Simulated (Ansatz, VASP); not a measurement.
## TiC in VASP and in Ansatz

File INCAR:

```
ALGO = Normal
EDIFF = 1E-7
ENCUT = 520
GGA = PS
ISIF = 2
ISMEAR = 0
LASPH = True
LCHARG = True
LELF = True
LREAL = False
LVHAR = True
LWAVE = False
NBANDS = 15
NELM = 60
PREC = Accurate
SIGMA = 0.15
```

KPOINTS

```
k-points
0
Gamma
  18 18 18
```

File POSCAR:

```
TiC
1.0
    0.0000000000      2.1640000000      2.1640000000
    2.1640000000      0.0000000000      2.1640000000
    2.1640000000      2.1640000000      0.0000000000
Ti C
1 1
Direct
    0.0000000000      0.0000000000      0.0000000000
    0.5202171904      0.4797828096      0.5202171904
```

Input for Ansatz:

```yaml
crystal:
  lattice:
    - [0.0, 2.164, 2.164]
    - [2.164, 0.0, 2.164]
    - [2.164, 2.164, 0.0]
  atoms:
    - { symbol: Ti, position: [0.0, 0.0, 0.0] }
    - { symbol: C, position: [0.5202171904, 0.4797828096, 0.5202171904] }
basis:
  ecutwfc: 420
kpoints:
  mp_grid: { grid: [18, 18, 18] }
hamiltonian:
  xc: pbesol
scf:
  occupations: { method: gaussian, width: 0.15 }
output:
  forces: true
  stress: true
  eigenvalues: true
```

Change from the starting cell: all C atoms moved +0.087 Å, as atom 2 along Cartesian [0 1 0].

Alike in both runs: task single point; functional PBEsol; k mesh 18 × 18 × 18; occupations gaussian, width 0.15 eV; no spin polarisation.

|  | VASP | Ansatz |
| --- | --- | --- |
| version | VASP 6.6.1 | Ansatz 0.2.0 |
| potentials or method | VASP PAW PBE potentials, release 64 (Ti_sv, C), cutoff 520 eV | scalar-relativistic, plane waves, PAW |
| valence electrons in the cell | 16 | 16 |

Ansatz gave:

```
gap on the k mesh at the Fermi level (eV)                     : none
pressure (GPa)                                                : -5.2
traceless stress, the component that is largest in VASP (GPa) : 1.38
rms of the force components (eV/Å)                            : 0.463
```

Problem. Estimate VASP's values.

Solution. gap on the k mesh at the Fermi level (eV): none; pressure (GPa): -5.0; traceless stress, the component that is largest in VASP (GPa): 1.39; rms of the force components (eV/Å): 0.464.

VASP's potentials were made for PBE, not for PBEsol. Atom by atom the forces differ by 0.001 eV/Å (rms over components). A gap of «none» marks a metal or a gap that the smearing closes.
